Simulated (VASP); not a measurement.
# Si62As (a cell with a defect) in VASP: further runs, part 2 of 2

VASP 6.6.1.

### Step 3. Single point, PBE+D3(BJ)

INCAR reads:

```
SYSTEM = Si62As
PREC = Accurate
ENCUT = 520
EDIFF = 1E-6
ISMEAR = 0
SIGMA = 0.05
LREAL = Auto
LASPH = .True.
NELM = 80
ALGO = Normal
ISIF = 2
LWAVE = .False.
LCHARG = .False.
GGA = PE
IVDW = 12
NELECT = 252.0
NBANDS = 164
```

KPOINTS reads:

```
regular mesh
0
Gamma
  1 1 1
  0 0 0
```

POSCAR reads:

```
Si62As
1.0
   10.8600000000      0.0000000000      0.0000000000
    0.0000000000     10.8600000000      0.0000000000
    0.0000000000      0.0000000000     10.8600000000
Si As
62 1
Direct
    0.5011538674      0.0009504604      0.0011067219
    0.6242650092      0.1293074586      0.1299866483
    0.7496787293      0.2507402394      0.0027514733
    0.8664600368      0.3769408840      0.1338815838
    0.7503916206      0.0004660221      0.2499093002
    0.8743016575      0.1254608656      0.3757438306
    0.0004991713     -0.0001060773     -0.0006018416
    0.1233313996      0.1260162983      0.1253791897
    0.2499731123      0.2477968692     -0.0011418048
    0.3750516575      0.3741186004      0.1236476980
    0.5003802947      0.5001046041     -0.0002124309
    0.6256381215      0.6267136280      0.1231182320
    0.7524970534      0.7502330571     -0.0020423573
    0.8751593002      0.8760234807      0.1248066298
    0.2494981584      0.0003947514      0.2498754144
    0.3756361878      0.1255420810      0.3755528545
    0.4987154696      0.2571034070      0.2562991713
    0.7394436464      0.5040357274      0.2595681400
    0.8753059853      0.6259750460      0.3752857274
    0.4999723757     -0.0011963168      0.4996434622
    0.6245749540      0.1252046961      0.6235603131
    0.7473472376      0.2525161142      0.5006289134
    0.8752413444      0.3748008287      0.6234644567
    0.7506564457      0.0006616943      0.7502482505
    0.8742014733      0.1263210866      0.8767854512
   -0.0040098527      0.4980646409      0.0042500921
    0.1246923573      0.6264061694      0.1241331492
    0.2507001842      0.7494692449     -0.0016304788
    0.3724990792      0.8763082873      0.1243360958
   -0.0017671271      0.2505974217      0.2504078269
    0.1247686924      0.3750582873      0.3740255985
    0.2506138122      0.4977984346      0.2478745856
    0.3822576427      0.6186176796      0.3694651934
    0.5018925414      0.7507184162      0.2473868324
    0.6254381215      0.8751739411      0.3741771639
    0.0025709945     -0.0024987109      0.5000366483
    0.1260325967      0.1247542357      0.6264386740
    0.2509604972      0.2508695212      0.4985381215
    0.3724671271      0.3719503683      0.6284548803
    0.6284632597      0.6235477901      0.6239046961
    0.7505244936      0.7500134438      0.4988735727
    0.8755556169      0.8751947514      0.6273992634
    0.2518544199     -0.0025645488      0.7480135359
    0.3743674033      0.1242235727      0.8736895948
    0.5023678637      0.2504607735      0.7492358195
    0.6258437385      0.3747348066      0.8760290055
    0.7506186924      0.4975098527      0.7490630755
    0.8763793738      0.6255476980      0.8739502762
    0.0010820442      0.7501466851      0.2490332413
    0.1286873849      0.8714581952      0.3756605893
    0.0007763352      0.5002070902      0.4993689687
    0.1274644567      0.6237998158      0.6234841621
    0.2580449355      0.7418031308      0.4976170350
    0.3763604972      0.8719436464      0.6234026703
   -0.0000343462      0.2486838858      0.7498098527
    0.1218241252      0.3740347145      0.8779144567
    0.2496476059      0.4985650092      0.7510052486
    0.3755940147      0.6243307551      0.8743049724
    0.5014643646      0.7464207182      0.7474080110
    0.6252899632      0.8751499079      0.8747244015
    0.0026960405      0.7486852670      0.7483325967
    0.1252758748      0.8752160221      0.8743858195
    0.5810913444      0.4233720994      0.4131186004
```

Potentials or basis: VASP PAW PBE potentials, release 64 (Si, As).

The run is started by

```bash
> cat potpaw_PBE.64/Si/POTCAR potpaw_PBE.64/As/POTCAR > POTCAR
> mpirun -np 1 vasp_gam > vasp.out
```

Run time: 4.3 min. Hardware: 1 thread of Intel Xeon Platinum 8559C (Emerald Rapids), shared host; peak memory 1 GiB.

It converged, with:

| Property | Result |
| --- | --- |
| Free energy | -357.7273 eV |
| Largest force | 1.224 eV/Å |
| Dispersion energy per atom | -0.316 eV |

Forces on the atoms (eV/Å):
```
Si   0.005  0.023  0.036
Si  -0.001  0.038  0.033
Si  -0.006 -0.005 -0.003
Si   0.027 -0.013 -0.026
Si   0.004  0.014 -0.001
Si  -0.066  0.071  0.000
Si  -0.004  0.001  0.004
Si   0.005 -0.004  0.000
Si  -0.003  0.019  0.005
Si   0.014 -0.025 -0.001
Si  -0.004 -0.003  0.002
Si   0.015 -0.020  0.000
Si  -0.025  0.001  0.009
Si  -0.001  0.003  0.000
Si   0.006  0.010  0.019
Si   0.021  0.023 -0.017
Si   0.059  0.120  0.098
Si   0.040 -0.047 -0.040
Si  -0.006 -0.017 -0.013
Si  -0.001  0.019  0.003
Si   0.026  0.013 -0.007
Si  -0.182  0.202 -0.078
Si   0.001 -0.030  0.001
Si  -0.018  0.003  0.003
Si  -0.002 -0.001 -0.003
Si   0.001 -0.014  0.004
Si   0.004  0.022  0.006
Si  -0.001 -0.004  0.004
Si  -0.015 -0.010  0.009
Si   0.005 -0.012  0.000
Si  -0.012 -0.002  0.005
Si   0.007 -0.042  0.007
Si  -0.202  0.178  0.033
Si   0.039 -0.017  0.024
Si   0.004  0.023  0.002
Si  -0.052  0.044  0.000
Si   0.005  0.013  0.014
Si   0.009  0.003 -0.007
Si  -0.054  0.014  0.058
Si  -0.016  0.096  0.113
Si  -0.024 -0.021 -0.014
Si  -0.015 -0.009  0.010
Si  -0.002 -0.001  0.006
Si  -0.018  0.007 -0.001
Si   0.008 -0.002 -0.007
Si  -0.004  0.004  0.000
Si  -0.003 -0.015 -0.009
Si  -0.007  0.021 -0.001
Si  -0.012  0.000  0.028
Si  -0.051  0.059 -0.015
Si  -0.012 -0.001  0.011
Si  -0.017 -0.006  0.009
Si  -0.095  0.091  0.030
Si   0.005  0.022  0.007
Si  -0.004  0.019  0.009
Si  -0.003  0.002 -0.001
Si  -0.013  0.004  0.014
Si   0.003 -0.003  0.003
Si  -0.003  0.038  0.042
Si   0.002  0.033  0.027
Si  -0.005 -0.003  0.005
Si  -0.004  0.004  0.005
As   0.650 -0.934 -0.453
```

Levels at points of the mesh, in eV from the Fermi level:
| k point | band 122 | band 123 | band 124 | band 125 | band 126 | band 127 | band 128 | band 129 | band 130 | band 131 |
| --- | --- | --- | --- | --- | --- | --- | --- | --- | --- | --- |
| (0.00, 0.00, 0.00) | -1.44 | -0.81 | -0.74 | -0.71 | -0.21 | 0.21 | 0.23 | 0.33 | 0.38 | 0.41 |

Caveat: the k points lie up to 0.58 Å⁻¹ apart; the cell carries a net charge on a neutralising background, which shifts energy and pressure; the cell is charged against a uniform background, so pressure and absolute levels hang on convention.
